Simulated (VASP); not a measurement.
# ZnS (F-43m) in VASP: a series of runs

The runs below take ZnS through single point, with r2SCAN, PBEsol, HSE06.

All numbers are computed with VASP 6.6.1; they aren't measurements. Logs are shortened: lines on timing, memory, paths and dates and some standing lists are left out, and cuts for length are marked.

**1. The cell of the first run**

The structure is cubic, space group F-43m (No. 216). Conventional cell: a = 5.388 Å, b = 5.388 Å, c = 5.388 Å, α = 90.00°, β = 90.00°, γ = 90.00°. Zn (site symmetry -43m) has 4 S at 2.33 Å within 3.1 Å. S (site symmetry -43m) has 4 Zn at 2.33 Å within 3.1 Å.

**2. Single point, r2SCAN**

POSCAR

```
ZnS
1.0
    0.0000000000      2.6940858334      2.6940858334
    2.6940858334      0.0000000000      2.6940858334
    2.6940858334      2.6940858334      0.0000000000
Zn S
1 1
Direct
    0.0000000000      0.0000000000      0.0000000000
    0.2500000000      0.2500000000      0.2500000000
```

INCAR.step1

```
PREC = Accurate ; ENCUT = 550
ISMEAR = 0 ; SIGMA = 0.01
LREAL = F ; LASPH = T
NELM = 120 ; NBANDS = 16
GGA = PE ; ALGO = Normal
EDIFF = 1E-5 ; LWAVE = T
LCHARG = F ; GGA_COMPAT = F
```

INCAR.step2

```
PREC = Accurate ; ENCUT = 550
EDIFF = 1E-6 ; ISMEAR = 0
SIGMA = 0.01 ; LREAL = F
LASPH = T ; NELM = 120
ALGO = Normal ; ISIF = 2
LWAVE = F ; LCHARG = F
METAGGA = R2SCAN ; LMIXTAU = T
NBANDS = 16 ; ISTART = 1
GGA_COMPAT = F
```

KPOINTS

```
Automatic mesh
0
Gamma
  6 6 6
```

Potentials or basis: VASP PAW PBE potentials, release 64 (Zn, S).

Command:

```console
cat potpaw_PBE.64/Zn/POTCAR potpaw_PBE.64/S/POTCAR > POTCAR
cp INCAR.step1 INCAR
mpirun -np 1 vasp_std > vasp.out
cp INCAR.step2 INCAR
mpirun -np 1 vasp_std > vasp.out
```

OUTCAR:

```text
PREC = Accurate
   ENCUT = 550
   EDIFF = 1E-6
   ISMEAR = 0
   LREAL = F
   LASPH = T
   NELM = 120
   ISIF = 2
   METAGGA = R2SCAN
   ISTART = 1

 ion  position               nearest neighbor table
   1  0.000  0.000  0.000-   2 2.33   2 2.33   2 2.33   2 2.33
   2  0.250  0.250  0.250-   1 2.33   1 2.33   1 2.33   1 2.33

  LATTYP: Found a face centered cubic cell.
 ALAT       =     5.3881716668

  Lattice vectors:

 A1 = (   0.0000000000,   2.6940858334,   2.6940858334)
 A2 = (   2.6940858334,   0.0000000000,   2.6940858334)
 A3 = (   2.6940858334,   2.6940858334,   0.0000000000)

Analysis of symmetry for initial positions (statically):
=====================================================================
 Subroutine PRICEL returns:
 Original cell was already a primitive cell.

 Routine SETGRP: Setting up the symmetry group for a
 face centered cubic supercell.

 Subroutine GETGRP returns: Found 24 space group operations
 (whereof 24 operations were pure point group operations)
 out of a pool of 48 trial point group operations.

The static configuration has the point symmetry T_d .

Analysis of symmetry for dynamics (positions and initial velocities):
=====================================================================
 Subroutine PRICEL returns:
 Original cell was already a primitive cell.

 Routine SETGRP: Setting up the symmetry group for a
 face centered cubic supercell.

 Subroutine GETGRP returns: Found 24 space group operations
 (whereof 24 operations were pure point group operations)
 out of a pool of 48 trial point group operations.

The dynamic configuration has the point symmetry T_d .

 Subroutine INISYM returns: Found 24 space group operations
 (whereof 24 operations are pure point group operations),
 and found     1 'primitive' translations

----------------------------------------------------------------------------------------

                                     Primitive cell

  volume of cell :      39.1079

  direct lattice vectors                    reciprocal lattice vectors
     0.000000000  2.694085833  2.694085833    -0.185591711  0.185591711  0.185591711
     2.694085833  0.000000000  2.694085833     0.185591711 -0.185591711  0.185591711
     2.694085833  2.694085833  0.000000000     0.185591711  0.185591711 -0.185591711

  length of vectors
     3.810012724  3.810012724  3.810012724     0.321454273  0.321454273  0.321454273

  position of ions in fractional coordinates (direct lattice)
     0.000000000  0.000000000  0.000000000
     0.250000000  0.250000000  0.250000000

  ion indices of the primitive-cell ions
   primitive index   ion index
                 1           1
                 2           2

----------------------------------------------------------------------------------------

 KPOINTS: Automatic mesh

Automatic generation of k-mesh.
 Grid dimensions read from file:
 generate k-points for:    6    6    6

 Generating k-lattice:

  Cartesian coordinates                     Fractional coordinates (reciprocal lattice)
    -0.030931952  0.030931952  0.030931952     0.166666667  0.000000000  0.000000000
     0.030931952 -0.030931952  0.030931952     0.000000000  0.166666667  0.000000000
     0.030931952  0.030931952 -0.030931952     0.000000000  0.000000000  0.166666667

  Length of vectors
     0.053575712  0.053575712  0.053575712

  Shift w.r.t. Gamma in fractional coordinates (k-lattice)
     0.000000000  0.000000000  0.000000000

 Subroutine IBZKPT returns following result:
 ===========================================

 Found     16 irreducible k-points:

 Following reciprocal coordinates:
            Coordinates               Weight
  0.000000  0.000000  0.000000      1.000000
  0.166667  0.000000  0.000000      8.000000
  0.333333  0.000000  0.000000      8.000000
  0.500000  0.000000  0.000000      4.000000
  0.166667  0.166667  0.000000      6.000000
  0.333333  0.166667  0.000000     24.000000
[... 8 lines left out ...]
 -0.333333  0.333333  0.166667     24.000000
 -0.333333  0.500000  0.166667     12.000000
   k-points           NKPTS =     16   k-points in BZ     NKDIM =     16   number of bands    NBANDS=     16
   number of dos      NEDOS =    301   number of ions     NIONS =      2
   total plane-waves  NPLWV =  27000
   dimension x,y,z NGX =    30 NGY =   30 NGZ =   30
   dimension x,y,z NGXF=    60 NGYF=   60 NGZF=   60
   ions per type =               1   1
   NGX,Y,Z   is equivalent  to a cutoff of  13.09, 13.09, 13.09 a.u.
   NGXF,Y,Z  is equivalent  to a cutoff of  26.18, 26.18, 26.18 a.u.
 SYSTEM =  unknown system
   PREC   = accura    normal or accurate (medium, high low for compatibility)
   ISTART =      1    job   : 0-new  1-cont  2-samecut
   ICHARG =      0    charge: 1-file 2-atom 10-const
   ISPIN  =      1    spin polarized calculation?
   LNONCOLLINEAR =      F non collinear calculations
   LSORBIT =      F    spin-orbit coupling
   LASPH  =      T    aspherical Exc in radial PAW
   ENCUT  =  550.0 eV  40.42 Ry    6.36 a.u.   7.29  7.29  7.29*2*pi/ulx,y,z
   NELM   =    120;   NELMIN=  2; NELMDL=  0     # of ELM steps
   EDIFF  = 0.1E-05   stopping-criterion for ELM
   LREAL  =      F    real-space projection
   EDIFFG = 0.1E-04   stopping-criterion for IOM
   NSW    =      0    number of steps for IOM
   IBRION =     -1    ionic relax: 0-MD 1-quasi-New 2-CG
   NFREE  =      0    steps in history (QN), initial steepest desc. (CG)
   ISIF   =      2    stress and relaxation
   ISYM   =      2    0-nonsym 1-usesym 2-fastsym
   POTIM  = 0.5000    time-step for ionic-motion
   TEBEG  =    0.0;   TEEND  =   0.0 temperature during run
   PSTRESS=    0.0 pullay stress
   NELECT =      18.0000    total number of electrons
   NUPDOWN=      -1.0000    fix difference up-down
   EMIN   =  10.00;   EMAX   =-10.00  energy-range for DOS
   EFERMI =   0.00;   METHOD = LEGACY
   ISMEAR =     0;   SIGMA  =   0.01  broadening in eV -4-tet -1-fermi 0-gaus
   EFERMI_NEDOS =   21; number of points for ismear=-14 and -15
   IALGO  =     38    algorithm
   IMIX   =      4    mixing-type and parameters
     AMIX     =   0.40;   BMIX     =  1.00
     AMIX_MAG =   1.60;   BMIX_MAG =  1.00
  volume/ion in A,a.u.               =      19.55       131.96
  Fermi-wavevector in a.u.,A,eV,Ry     =   1.263992  2.388598 21.737690  1.597675
  Thomas-Fermi vector in A             =   2.397320
   LORBIT       =      0    0 simple, 1 ext, 2 COOP (PROOUT), +10 PAW based schemes
   METAGGA = R2SCAN    functional components
   LHFCALC =     F    Hartree Fock is set to
   AEXX    =    0.0000 exact exchange contribution
   IVDW    =     0    specifies the selected vdW correction
   LEPSILON=     F    determine dielectric tensor
   LRPA    =     F    only Hartree local field effects (RPA)
 non-spin polarized calculation
 Gauss-broadening in eV      SIGMA  =   0.01
  energy-cutoff  :      550.00
  volume of cell :       39.11
 maximum number of plane-waves:      1167
 NGX is ok and might be reduce to    30
   NGX = 15   NGY = 15   NGZ = 15

 number of electron      18.0000017 magnetization

 Free energy of the ion-electron system (eV)
  ---------------------------------------------------
  ext. energy  EPLUGINS =         0.00000000
  ---------------------------------------------------
  free energy    TOTEN  =       -18.86404417 eV

  energy without entropy =      -18.86404417  energy(sigma->0) =      -18.86404417

 E-fermi :   1.9710     XC(G=0): -10.3281

 val. band max:        1.9155985445   @ k =   0.0000   0.0000   0.0000
 cond. band min:       4.6307657872   @ k =   0.0000   0.0000   0.0000
 fundamental gap:      2.7151672427
 Fermi energy:         1.9709855569

 k-point     1 :       0.0000    0.0000    0.0000
  band No.  band energies     occupation
      1     -11.8231      2.00000
      2      -4.6204      2.00000
      3      -4.6204      2.00000
      4      -4.6204      2.00000
      5      -4.0637      2.00000
      6      -4.0637      2.00000
[... 8 lines left out ...]
     15      14.2288      0.00000
     16      14.5072      0.00000

 k-point     2 :       0.1667    0.0000    0.0000
  band No.  band energies     occupation
      1     -11.6128      2.00000
      2      -4.6099      2.00000
      3      -4.5825      2.00000
      4      -4.5825      2.00000
      5      -4.0655      2.00000
      6      -4.0655      2.00000
[... 8 lines left out ...]
     15      13.4146      0.00000
     16      15.2906      0.00000

 k-point     3 :       0.3333    0.0000    0.0000
  band No.  band energies     occupation
      1     -11.1365      2.00000
      2      -4.5176      2.00000
      3      -4.5176      2.00000
      4      -4.4401      2.00000
      5      -4.0519      2.00000
      6      -4.0519      2.00000
[... 8 lines left out ...]
     15      14.0922      0.00000
     16      14.3995      0.00000

 k-point     4 :       0.5000    0.0000    0.0000
  band No.  band energies     occupation
      1     -10.8612      2.00000
      2      -4.4933      2.00000
      3      -4.4933      2.00000
      4      -4.0335      2.00000
      5      -4.0335      2.00000
      6      -3.8625      2.00000
[... 8 lines left out ...]
     15      15.9994      0.00000
     16      15.9994      0.00000
[... 172 lines left out ...]
 k-point    14 :       0.5000    0.3333    0.1667
  band No.  band energies     occupation
      1     -10.8058      2.00000
      2      -4.5135      2.00000
      3      -4.4222      2.00000
      4      -4.2967      2.00000
      5      -4.0400      2.00000
      6      -3.9918      2.00000
[... 8 lines left out ...]
     15      16.6673      0.00000
     16      17.3372      0.00000

 k-point    15 :      -0.3333    0.3333    0.1667
  band No.  band energies     occupation
      1     -10.6183      2.00000
      2      -4.4713      2.00000
      3      -4.3778      2.00000
      4      -4.1243      2.00000
      5      -4.0766      2.00000
      6      -3.7485      2.00000
[... 8 lines left out ...]
     15      16.4654      0.00000
     16      17.1406      0.00000

 k-point    16 :      -0.3333    0.5000    0.1667
  band No.  band energies     occupation
      1     -10.5322      2.00000
      2      -4.5094      2.00000
      3      -4.2990      2.00000
      4      -4.2008      2.00000
      5      -4.0407      2.00000
      6      -3.7048      2.00000
[... 8 lines left out ...]
     15      16.5414      0.00000
     16      17.6129      0.00000

------------------------ aborting loop because EDIFF is reached ----------------------------------------

  FORCE on cell =-STRESS in cart. coord.  units (eV):
  Direction    XX          YY          ZZ          XY          YZ          ZX
  --------------------------------------------------------------------------------------
  -------------------------------------------------------------------------------------
  Total        0.0114478      0.0114478      0.0114478      0.0000000      0.0000000      0.0000000
  in kB        0.4689949      0.4689949      0.4689949      0.0000000      0.0000000      0.0000000
  external PRESSURE =       0.4689949 kB  Pullay stress =       0.0000000 kB

 VOLUME and BASIS-vectors are now :
 -----------------------------------------------------------------------------
  energy-cutoff  :      550.00
  volume of cell :       39.11
      direct lattice vectors                 reciprocal lattice vectors
     0.000000000  2.694085833  2.694085833    -0.185591711  0.185591711  0.185591711
     2.694085833  0.000000000  2.694085833     0.185591711 -0.185591711  0.185591711
     2.694085833  2.694085833  0.000000000     0.185591711  0.185591711 -0.185591711

 POSITION                                       TOTAL-FORCE (eV/Angst)
 -----------------------------------------------------------------------------------
      0.00000      0.00000      0.00000        -0.000000     -0.000000     -0.000000
      1.34704      1.34704      1.34704         0.000000      0.000000      0.000000
 -----------------------------------------------------------------------------------
    total drift:                               -0.000001     -0.000001     -0.000001

  FREE ENERGIE OF THE ION-ELECTRON SYSTEM (eV)
  ---------------------------------------------------
  free  energy   TOTEN  =       -18.8640441668 eV

  energy  without entropy=      -18.8640441668  energy(sigma->0) =      -18.86404417
```

Wall time 82 s (1 thread of Intel Xeon Platinum 8375C at 2.90GHz (Ice Lake), shared host); peak memory 0.17 GiB.

What came out:

```yaml
Free_energy: -18.8640 eV
Pressure: 0.0 GPa
Band_gap_on_the_k_mesh: 2.72 eV
```

Caveat: the PAW data sets were made with another functional, which shifts forces and pressure a little.

[end of part 1 of 2]
